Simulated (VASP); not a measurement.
Write the native input for VASP 6.6.1 that does the following.

```
Task                   : single point
Functional             : PBE
Potentials or basis    : VASP PAW PBE potentials, release 64 (Ta_sv_GW, O)
Cutoff                 : 700 eV
k mesh                 : 10 × 10 × 7
Occupations            : fermi-dirac, width 0.05 eV
Spin                   : no spin polarisation
Dipole correction      : no
Further INCAR settings : ALGO = Normal; EDIFF = 1e-06; NBANDS = 16
```

The structure of TaO lies in POSCAR:

```
TaO
1.0
    3.0655641987      0.0000028862      0.0000000000
   -1.5327845989      2.6548550299      0.0000000000
    0.0000000000      0.0000000000      3.8554718106
Ta O
1 1
Direct
    0.0000000000      0.0000000000      0.5000000000
    0.0000000000      0.0000000000      0.0000000000
```

The input as run:

INCAR

```
PREC = Accurate
ENCUT = 700
EDIFF = 1E-6
ISMEAR = -1
SIGMA = 0.05
LREAL = False
LASPH = True
NELM = 120
ALGO = Normal
ISIF = 2
LWAVE = False
LCHARG = False
GGA = PE
NBANDS = 16
GGA_COMPAT = False
```

KPOINTS

```
Automatic mesh
0
Gamma
  10 10 7
```

Potentials or basis: VASP PAW PBE potentials, release 64 (Ta_sv_GW, O).

Run with:

```bash
$ cat potpaw_PBE.64/Ta_sv_GW/POTCAR potpaw_PBE.64/O/POTCAR > POTCAR
$ mpirun -np 1 vasp_std > vasp.out
```

It gave:

| Quantity | Value |
| --- | --- |
| Pressure | -0.2 GPa |
| Band gap on the k mesh | zero (an odd number of electrons rules out a gap without spin polarisation) |

Caveat: spin-orbit coupling is left out, which moves the levels of the heavy elements; an odd number of electrons without spin polarisation forces a metal; a magnetic or distorted state may lie lower.

Run time: 26 s on 1 thread of Intel(R) Xeon(R) 6975P-C (Granite Rapids), on a shared host, peak memory 0.2 GiB.
